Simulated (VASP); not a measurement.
Wanted: the native input for a VASP 6.6.1 run.

```
Task                   : single point
Functional             : PBE
Dispersion             : D3(BJ)
Potentials or basis    : VASP PAW PBE potentials, release 64 (I)
Cutoff                 : 520 eV
k mesh                 : 7 × 7 × 9
Occupations            : fermi-dirac, width 0.05 eV
Spin                   : collinear spin, zero start
Starting moments       : [0.0] μB
Dipole correction      : no
Further INCAR settings : ALGO = Normal; EDIFF = 1e-06; NBANDS = 14
```

The structure of I lies in POSCAR:

```
I
1.0
   -1.5209630000      1.5887200000      4.2721740000
    1.6501150000     -1.6715840000      4.3525820000
    1.5231240000      1.6737450000     -4.3036010000
I
1
Direct
    0.0008890000      0.0326920000      0.0268570000
```

This cell differs from its parent crystal: the cell strained at random.

The input as run:

INCAR

```
SYSTEM = I
ALGO     = Normal         ! electronic algorithm
EDIFF    = 1E-6           ! SCF threshold, eV
ENCUT    = 520            ! plane-wave cutoff, eV
GGA      = PE             ! functional
ISIF     = 2              ! what is computed and relaxed
ISMEAR   = -1             ! smearing method
ISPIN    = 2              ! spin polarisation
IVDW     = 12             ! dispersion correction
LASPH    = .True.         ! aspherical terms in the spheres
LCHARG   = .False.        ! write CHGCAR
LORBIT   = 11             ! projections on sites
LREAL    = .False.        ! projectors in reciprocal space
LWAVE    = .False.        ! write WAVECAR
MAGMOM   = 0              ! initial moments
NBANDS   = 14             ! bands
NELM     = 150            ! most SCF steps
PREC     = Accurate       ! precision mode
SIGMA    = 0.05           ! smearing width, eV
```

KPOINTS

```
k-points
0
Gamma
  7 7 9
  0 0 0
```

Potentials or basis: VASP PAW PBE potentials, release 64 (I).

Run with:

```bash
$ cat potpaw_PBE.64/I/POTCAR > POTCAR
$ mpirun -np 1 vasp_std > vasp.out
```

It gave:

The pressure is -0.7 GPa. The net moment is 0.00 μB per cell. The valence electrons inside the program's atomic spheres are I 4.18 and the dispersion energy per atom is -0.279 eV.

Caveat: the cell differs from its parent crystal (the cell strained at random); no moment was typed at the start, so none could form.

Wall time 6.6 min on 1 thread of Oxide Virtual Turin-like Processor, on a shared host, peak memory 0.36 GiB.
